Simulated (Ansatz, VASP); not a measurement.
## Two plane-wave programs on InAs

The input INCAR:

```
SYSTEM = InAs
ALGO = Normal
EDIFF = 1E-7
ENCUT = 520
GGA = PE
ISIF = 2
ISMEAR = 0
LASPH = .True.
LCHARG = .False.
LREAL = .False.
LWAVE = .False.
NBANDS = 16
NELM = 100
PREC = Accurate
SIGMA = 0.15
```

The input KPOINTS:

```
k-points
0
Gamma
  14 14 14
  0 0 0
```

The input POSCAR:

```
InAs
1.0
    0.0000000000      2.9030400000      2.7820800000
    2.9030400000      0.0000000000      2.7820800000
    2.9030400000      2.9030400000      0.0000000000
In As
1 1
Direct
    0.0000000000      0.0000000000      0.0000000000
    0.7500000000      0.7500000000      0.7500000000
```

Input for Ansatz:

```yaml
crystal:
  lattice:
    - [0.0, 2.90304, 2.78208]
    - [2.90304, 0.0, 2.78208]
    - [2.90304, 2.90304, 0.0]
  atoms:
    - { symbol: In, position: [0.0, 0.0, 0.0] }
    - { symbol: As, position: [0.75, 0.75, 0.75] }
basis:
  ecutwfc: 420
kpoints:
  mp_grid: { grid: [14, 14, 14] }
hamiltonian:
  xc: pbe
scf:
  occupations: { method: gaussian, width: 0.15 }
output:
  forces: true
  stress: true
  eigenvalues: true
```

Change from the starting cell: strain -0.040 along x and y, -0.080 along z, atoms carried along.

Alike in both runs: task single point; functional PBE; k mesh 14 × 14 × 14; occupations gaussian, width 0.15 eV; no spin polarisation.

```csv
,VASP,Ansatz
version,VASP 6.6.1,Ansatz 0.2.0
potentials or method,"VASP PAW PBE potentials, release 64 (In_d, As), cutoff 520 eV","scalar-relativistic, plane waves, PAW"
valence electrons in the cell,18,28
```

VASP gave:

| Item | Value |
| --- | --- |
| gap on the k mesh at the Fermi level (eV) | 0.50 |
| least direct gap on the mesh (eV) | 0.50 |
| pressure (GPa) | 19.7 |
| traceless stress, the component that is largest in VASP (GPa) | 0.46 |

Question: Estimate Ansatz's values.

Answer: gap on the k mesh at the Fermi level (eV): 0.49; least direct gap on the mesh (eV): 0.49; pressure (GPa): 19.5; traceless stress, the component that is largest in VASP (GPa): 0.47.

VASP's potentials hold 18 valence electrons a cell and Ansatz's 28, so a difference there can come from the potentials and not from the codes.
